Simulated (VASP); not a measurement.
A run of VASP 6.6.1 is set up as follows.

The input INCAR:

```
SYSTEM = Ta
PREC     = Accurate       ! precision mode
ENCUT    = 520            ! plane-wave cutoff, eV
EDIFF    = 1E-7           ! SCF threshold, eV
ISMEAR   = 0              ! smearing method
SIGMA    = 0.15           ! smearing width, eV
LREAL    = .FALSE.        ! projectors in reciprocal space
LASPH    = .TRUE.         ! aspherical terms in the spheres
NELM     = 80             ! most SCF steps
ALGO     = Fast           ! electronic algorithm
ISIF     = 2              ! what is computed and relaxed
LWAVE    = .FALSE.        ! write WAVECAR
LCHARG   = .FALSE.        ! write CHGCAR
GGA      = PS             ! functional
NBANDS   = 12             ! bands
```

File KPOINTS:

```
regular mesh
0
G
  22 22 22
  0 0 0
```

Contents of POSCAR:

```
Ta
1.0
   -1.6209192425      1.6209192425      1.7467025757
    1.6209192425     -1.6209192425      1.7467025757
    1.6209192425      1.6209192425     -1.7467025757
Ta
1
Direct
    0.0000000000      0.0000000000      0.0000000000
```

Potentials or basis: VASP PAW PBE potentials, release 64 (Ta_pv).

Command:

```bash
$ cat potpaw_PBE.64/Ta_pv/POTCAR > POTCAR
$ mpirun -np 1 vasp_std > vasp.out
```

**Question.** Predict the pressure.

**Answer.** -6.8 GPa.

**Question.** Estimate the band gap on the k mesh.

**Answer.** Zero (an odd number of electrons rules out a gap without spin polarisation).

Stress tensor (GPa, compression positive):
```
 -4.34   0.00   0.00
  0.00  -4.34   0.00
  0.00   0.00 -11.72
```

Caveat: the cell stands under tension; the PAW data sets were made with another functional, which shifts forces and pressure a little; spin-orbit coupling is left out, which moves the levels of the heavy elements.
